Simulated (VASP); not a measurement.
# Bi in VASP: further runs

Bi is run at these levels: LDA; tasks: single point.

All numbers are computed with VASP 6.6.1; they aren't measurements. Logs are shortened: lines on timing, memory, paths and dates and some standing lists are left out, and cuts for length are marked.

### 1 The cell of the first run

The cell holds a slab with vacuum, 2 atoms: a = 4.013 Å, b = 4.013 Å, c = 28.000 Å, α = 90.00°, β = 90.00°, γ = 120.00°.

### 2 Single point, LDA

The input, INCAR:

```
PREC     = Accurate       # precision mode
ENCUT    = 520            # plane-wave cutoff, eV
EDIFF    = 1E-6           # SCF threshold, eV
ISMEAR   = 0              # smearing method
SIGMA    = 0.02           # smearing width, eV
LREAL    = F              # projectors in reciprocal space
LASPH    = T              # aspherical terms in the spheres
NELM     = 100            # most SCF steps
ALGO     = Normal         # electronic algorithm
ISIF     = 2              # what is computed and relaxed
LWAVE    = F              # write WAVECAR
LCHARG   = F              # write CHGCAR
LDIPOL   = T            
IDIPOL   = 3            
DIPOL    = 0.5 0.5 0.500
GGA      = CA             # functional
NBANDS   = 22             # bands
```

The input, KPOINTS:

```
regular mesh
0
Gamma
  9 9 1
```

The input, POSCAR:

```
Bi
1.0
    4.0130000000      0.0000000000      0.0000000000
   -2.0065000000      3.4753599454      0.0000000000
    0.0000000000      0.0000000000     28.0000000000
Bi
2
Direct
    0.3333333333      0.6666666667      0.5459464286
    0.6666666667      0.3333333333      0.4540535714
```

Potentials or basis: VASP PAW LDA potentials, release 64 (Bi_d).

Command:

```console
cat potpaw_LDA.64/Bi_d/POTCAR > POTCAR
mpirun -np 1 vasp_std > vasp.out
```

OUTCAR:

```text
PREC = Accurate
   ENCUT = 520
   EDIFF = 1E-6
   ISMEAR = 0
   LREAL = F
   LASPH = T
   NELM = 100
   ISIF = 2
   GGA = CA

 ion  position               nearest neighbor table
   1  0.333  0.667  0.546-   2 3.46   2 3.46   2 3.46
   2  0.667  0.333  0.454-   1 3.46   1 3.46   1 3.46

  LATTYP: Found a hexagonal cell.
 ALAT       =     4.0130000000
 C/A-ratio  =     6.9773236980

  Lattice vectors:

 A1 = (   4.0130000000,   0.0000000000,   0.0000000000)
 A2 = (  -2.0065000000,   3.4753599454,   0.0000000000)
 A3 = (   0.0000000000,   0.0000000000,  28.0000000000)

Analysis of symmetry for initial positions (statically):
=====================================================================
 Subroutine PRICEL returns:
 Original cell was already a primitive cell.

 Routine SETGRP: Setting up the symmetry group for a
 hexagonal supercell.

 Subroutine GETGRP returns: Found 12 space group operations
 (whereof 12 operations were pure point group operations)
 out of a pool of 24 trial point group operations.

The static configuration has the point symmetry D_3d.

Analysis of symmetry for dynamics (positions and initial velocities):
=====================================================================
 Subroutine PRICEL returns:
 Original cell was already a primitive cell.

 Routine SETGRP: Setting up the symmetry group for a
 hexagonal supercell.

 Subroutine GETGRP returns: Found 12 space group operations
 (whereof 12 operations were pure point group operations)
 out of a pool of 24 trial point group operations.

The dynamic configuration has the point symmetry D_3d.

 Subroutine INISYM returns: Found 12 space group operations
 (whereof 12 operations are pure point group operations),
 and found     1 'primitive' translations

----------------------------------------------------------------------------------------

                                     Primitive cell

  volume of cell :     390.5053

  direct lattice vectors                    reciprocal lattice vectors
     4.013000000  0.000000000  0.000000000     0.249190132  0.143869990  0.000000000
    -2.006500000  3.475359945  0.000000000     0.000000000  0.287739980  0.000000000
     0.000000000  0.000000000 28.000000000     0.000000000  0.000000000  0.035714286

  length of vectors
     4.013000000  4.013000000 28.000000000     0.287739980  0.287739980  0.035714286

  position of ions in fractional coordinates (direct lattice)
     0.333333333  0.666666667  0.545946429
     0.666666667  0.333333333  0.454053571

  ion indices of the primitive-cell ions
   primitive index   ion index
                 1           1
                 2           2

----------------------------------------------------------------------------------------

 KPOINTS: regular mesh

Automatic generation of k-mesh.
 Grid dimensions read from file:
 generate k-points for:    9    9    1

 Generating k-lattice:

  Cartesian coordinates                     Fractional coordinates (reciprocal lattice)
     0.027687792  0.015985554  0.000000000     0.111111111  0.000000000  0.000000000
     0.000000000  0.031971109  0.000000000     0.000000000  0.111111111  0.000000000
     0.000000000  0.000000000  0.035714286     0.000000000  0.000000000  1.000000000

  Length of vectors
     0.031971109  0.031971109  0.035714286

  Shift w.r.t. Gamma in fractional coordinates (k-lattice)
     0.000000000  0.000000000  0.000000000

 Subroutine IBZKPT returns following result:
 ===========================================

 Found     12 irreducible k-points:

 Following reciprocal coordinates:
            Coordinates               Weight
  0.000000  0.000000  0.000000      1.000000
  0.111111  0.000000  0.000000      6.000000
  0.222222 -0.000000  0.000000      6.000000
  0.333333 -0.000000  0.000000      6.000000
  0.444444 -0.000000  0.000000      6.000000
  0.111111  0.111111  0.000000      6.000000
  0.222222  0.111111  0.000000     12.000000
  0.333333  0.111111  0.000000     12.000000
  0.444444  0.111111  0.000000      6.000000
  0.222222  0.222222  0.000000      6.000000
  0.333333  0.222222  0.000000     12.000000
  0.333333  0.333333  0.000000      2.000000
   k-points           NKPTS =     12   k-points in BZ     NKDIM =     12   number of bands    NBANDS=     22
   number of dos      NEDOS =    301   number of ions     NIONS =      2
   total plane-waves  NPLWV = 189000
   dimension x,y,z NGX =    30 NGY =   30 NGZ =  210
   dimension x,y,z NGXF=    60 NGYF=   60 NGZF=  420
   ions per type =               2
   NGX,Y,Z   is equivalent  to a cutoff of  12.43, 12.43, 12.47 a.u.
   NGXF,Y,Z  is equivalent  to a cutoff of  24.86, 24.86, 24.94 a.u.
 SYSTEM =  unknown system
   PREC   = accura    normal or accurate (medium, high low for compatibility)
   ISTART =      0    job   : 0-new  1-cont  2-samecut
   ICHARG =      2    charge: 1-file 2-atom 10-const
   ISPIN  =      1    spin polarized calculation?
   LNONCOLLINEAR =      F non collinear calculations
   LSORBIT =      F    spin-orbit coupling
   LASPH  =      T    aspherical Exc in radial PAW
   ENCUT  =  520.0 eV  38.22 Ry    6.18 a.u.   7.46  7.46 52.06*2*pi/ulx,y,z
   NELM   =    100;   NELMIN=  2; NELMDL= -5     # of ELM steps
   EDIFF  = 0.1E-05   stopping-criterion for ELM
   LREAL  =      F    real-space projection
   EDIFFG = 0.1E-04   stopping-criterion for IOM
   NSW    =      0    number of steps for IOM
   IBRION =     -1    ionic relax: 0-MD 1-quasi-New 2-CG
   NFREE  =      0    steps in history (QN), initial steepest desc. (CG)
   ISIF   =      2    stress and relaxation
   ISYM   =      2    0-nonsym 1-usesym 2-fastsym
   POTIM  = 0.5000    time-step for ionic-motion
   TEBEG  =    0.0;   TEEND  =   0.0 temperature during run
   PSTRESS=    0.0 pullay stress
   NELECT =      30.0000    total number of electrons
   NUPDOWN=      -1.0000    fix difference up-down
   EMIN   =  10.00;   EMAX   =-10.00  energy-range for DOS
   EFERMI =   0.00;   METHOD = LEGACY
   ISMEAR =     0;   SIGMA  =   0.02  broadening in eV -4-tet -1-fermi 0-gaus
   EFERMI_NEDOS =   21; number of points for ismear=-14 and -15
   IALGO  =     38    algorithm
   IMIX   =      4    mixing-type and parameters
     AMIX     =   0.40;   BMIX     =  1.00
     AMIX_MAG =   1.60;   BMIX_MAG =  1.00
  volume/ion in A,a.u.               =     195.25      1317.63
  Fermi-wavevector in a.u.,A,eV,Ry     =   0.695942  1.315139  6.589778  0.484335
  Thomas-Fermi vector in A             =   1.778854
   LORBIT       =      0    0 simple, 1 ext, 2 COOP (PROOUT), +10 PAW based schemes
   GGA     = CA    functional components
   LHFCALC =     F    Hartree Fock is set to
   AEXX    =    0.0000 exact exchange contribution
   IVDW    =     0    specifies the selected vdW correction
   LEPSILON=     F    determine dielectric tensor
   LRPA    =     F    only Hartree local field effects (RPA)
 non-spin polarized calculation
 Gauss-broadening in eV      SIGMA  =   0.02
  energy-cutoff  :      520.00
  volume of cell :      390.51
 maximum number of plane-waves:     10561
 NGX is ok and might be reduce to    30
   NGX = 15   NGY = 15   NGZ =105

 number of electron      29.9999988 magnetization

 dipolmoment           0.000000      0.000000     -0.000000 electrons x Angstroem

 Free energy of the ion-electron system (eV)
  ---------------------------------------------------
  ext. energy  EPLUGINS =         0.00000000
  ---------------------------------------------------
  free energy    TOTEN  =        -7.43985795 eV

  energy without entropy =       -7.43850289  energy(sigma->0) =       -7.43918042

 E-fermi :  -2.3166     XC(G=0):  -2.4006

 val. band max:       -2.3281242530   @ k =   0.1111   0.0000   0.0000
 cond. band min:      -2.2987722326   @ k =   0.3333   0.1111   0.0000
 fundamental gap:      0.0293520204
 Fermi energy:        -2.3165972467

 k-point     1 :       0.0000    0.0000    0.0000
  band No.  band energies     occupation
      1     -25.2651      2.00000
      2     -25.2651      2.00000
      3     -25.2432      2.00000
      4     -25.2432      2.00000
      5     -25.2389      2.00000
      6     -25.2105      2.00000
[... 14 lines left out ...]
     21       1.9740      0.00000
     22       2.4722      0.00000

 k-point     2 :       0.1111    0.0000    0.0000
  band No.  band energies     occupation
      1     -25.2675      2.00000
      2     -25.2640      2.00000
      3     -25.2442      2.00000
      4     -25.2390      2.00000
      5     -25.2318      2.00000
      6     -25.2111      2.00000
[... 14 lines left out ...]
     21       2.1416      0.00000
     22       2.6456      0.00000

 k-point     3 :       0.2222   -0.0000    0.0000
  band No.  band energies     occupation
      1     -25.2703      2.00000
      2     -25.2623      2.00000
      3     -25.2469      2.00000
      4     -25.2279      2.00000
      5     -25.2171      2.00000
      6     -25.2143      2.00000
[... 14 lines left out ...]
     21       2.6002      0.00000
     22       2.9484      0.00000

 k-point     4 :       0.3333   -0.0000    0.0000
  band No.  band energies     occupation
      1     -25.2710      2.00000
      2     -25.2621      2.00000
      3     -25.2490      2.00000
      4     -25.2235      2.00000
      5     -25.2143      2.00000
      6     -25.2136      2.00000
[... 14 lines left out ...]
     21       2.9461      0.00000
     22       3.3711      0.00000

 k-point     5 :       0.4444   -0.0000    0.0000
  band No.  band energies     occupation
      1     -25.2705      2.00000
      2     -25.2626      2.00000
      3     -25.2487      2.00000
      4     -25.2319      2.00000
      5     -25.2150      2.00000
      6     -25.2032      2.00000
[... 117 lines left out ...]
 k-point    10 :       0.2222    0.2222    0.0000
  band No.  band energies     occupation
      1     -25.2675      2.00000
      2     -25.2639      2.00000
      3     -25.2403      2.00000
      4     -25.2238      2.00000
      5     -25.2237      2.00000
      6     -25.2074      2.00000
[... 14 lines left out ...]
     21       3.7927      0.00000
     22       4.0247      0.00000

 k-point    11 :       0.3333    0.2222    0.0000
  band No.  band energies     occupation
      1     -25.2706      2.00000
      2     -25.2575      2.00000
      3     -25.2387      2.00000
      4     -25.2309      2.00000
      5     -25.2156      2.00000
      6     -25.2079      2.00000
[... 14 lines left out ...]
     21       4.4143      0.00000
     22       4.4699      0.00000

 k-point    12 :       0.3333    0.3333    0.0000
  band No.  band energies     occupation
      1     -25.2725      2.00000
      2     -25.2463      2.00000
      3     -25.2463      2.00000
      4     -25.2239      2.00000
      5     -25.2145      2.00000
      6     -25.2145      2.00000
[... 14 lines left out ...]
     21       4.1429      0.00000
     22       4.5999      0.00000

------------------------ aborting loop because EDIFF is reached ----------------------------------------

 vacuum level on the upper side and lower side of the slab       (xc-potential included)        -0.006        -0.006

  FORCE on cell =-STRESS in cart. coord.  units (eV):
  Direction    XX          YY          ZZ          XY          YZ          ZX
  --------------------------------------------------------------------------------------
  -------------------------------------------------------------------------------------
  Total       -4.6070753     -4.6070753     -4.0820094      0.0000000     -0.0000000      0.0000000
  in kB      -18.9020503    -18.9020503    -16.7477934      0.0000000     -0.0000000      0.0000000
  external PRESSURE =     -18.1839647 kB  Pullay stress =       0.0000000 kB

 VOLUME and BASIS-vectors are now :
 -----------------------------------------------------------------------------
  energy-cutoff  :      520.00
  volume of cell :      390.51
      direct lattice vectors                 reciprocal lattice vectors
     4.013000000  0.000000000  0.000000000     0.249190132  0.143869990  0.000000000
    -2.006500000  3.475359945  0.000000000     0.000000000  0.287739980  0.000000000
     0.000000000  0.000000000 28.000000000     0.000000000  0.000000000  0.035714286

 POSITION                                       TOTAL-FORCE (eV/Angst)
 -----------------------------------------------------------------------------------
     -0.00000      2.31691     15.28650        -0.000000      0.000000     -1.574433
      2.00650      1.15845     12.71350         0.000000     -0.000000      1.574433
 -----------------------------------------------------------------------------------
    total drift:                                0.000000      0.000000     -0.000000

  FREE ENERGIE OF THE ION-ELECTRON SYSTEM (eV)
  ---------------------------------------------------
  free  energy   TOTEN  =        -7.4398579467 eV

  energy  without entropy=       -7.4385028933  energy(sigma->0) =       -7.43918042

 vacuum level on the upper side and lower side of the slab         1.886         1.886
```

It took 89 s on 1 thread of Intel Xeon Platinum 8488C (Sapphire Rapids), shared host; peak memory 0.36 GiB.

What came out:

| Item | Value |
| --- | --- |
| Free energy | -7.4399 eV |
| Largest force | 1.574 eV/Å |
| Band gap on the k mesh | zero (bands 15 and 16 overlap by 2.16 eV) |

Forces in eV/Å, atoms in the order of the input:
```
Bi   0.000  0.000 -1.574
Bi   0.000  0.000  1.574
```

Levels at points of the mesh, in eV from the Fermi level:
| k point | band 11 | band 12 | band 13 | band 14 | band 15 | band 16 | band 17 | band 18 | band 19 | band 20 |
| --- | --- | --- | --- | --- | --- | --- | --- | --- | --- | --- |
| (0.00, 0.00, 0.00) | -12.01 | -10.25 | -2.48 | 0.72 | 1.56 | 1.56 | 2.70 | 2.70 | 3.58 | 4.05 |

Caveat: spin-orbit coupling is left out, which moves the levels of the heavy elements.

### 3 Single point, LDA

This run uses another cell than the first one.

The input, INCAR:

```
SYSTEM = Bi
PREC = Accurate
ENCUT = 520
EDIFF = 1E-6
ISMEAR = 0
SIGMA = 0.02
LREAL = .FALSE.
LASPH = .TRUE.
NELM = 100
ALGO = Normal
ISIF = 2
LWAVE = .FALSE.
LCHARG = .FALSE.
LDIPOL = .TRUE.
IDIPOL = 3
DIPOL = 0.5 0.5 0.500
NBANDS = 22
```

The input, KPOINTS:

```
regular mesh
0
G
  9 9 1
  0 0 0
```

The input, POSCAR:

```
Bi
1.0
    4.0810000000      0.0000000000      0.0000000000
   -2.0405000000      3.5342496729      0.0000000000
    0.0000000000      0.0000000000     28.0000000000
Bi
2
Direct
    0.3333333333      0.6666666667      0.5131250000
    0.6666666667      0.3333333333      0.4868750000
```

Potentials or basis: VASP PAW LDA potentials, release 64 (Bi_d).

Command:

```console
cat potpaw_LDA.64/Bi_d/POTCAR > POTCAR
mpirun -np 1 vasp_std > vasp.out
```

Wall time 98 s (1 thread of Intel Xeon Platinum 8488C (Sapphire Rapids), shared host); peak memory 0.36 GiB.

The run converged. Its results:

```yaml
Free_energy: -3.5627 eV
Largest_force: 7.255 eV/Å
Band_gap_on_the_k_mesh: zero (bands 15 and 16 overlap by 0.73 eV)
```

Forces on the atoms (eV/Å):
```
Bi   0.000  0.000  7.255
Bi   0.000  0.000 -7.255
```

Levels at points of the mesh, in eV from the Fermi level:
```csv
k point,band 11,band 12,band 13,band 14,band 15,band 16,band 17,band 18,band 19,band 20
"(0.00, 0.00, 0.00)",-16.47,-6.93,-2.53,-2.53,-2.38,0.59,2.15,2.15,3.32,3.72
```

Caveat: spin-orbit coupling is left out, which moves the levels of the heavy elements.

The gap in the log of VASP goes by the Fermi energy; the results here count the filled bands.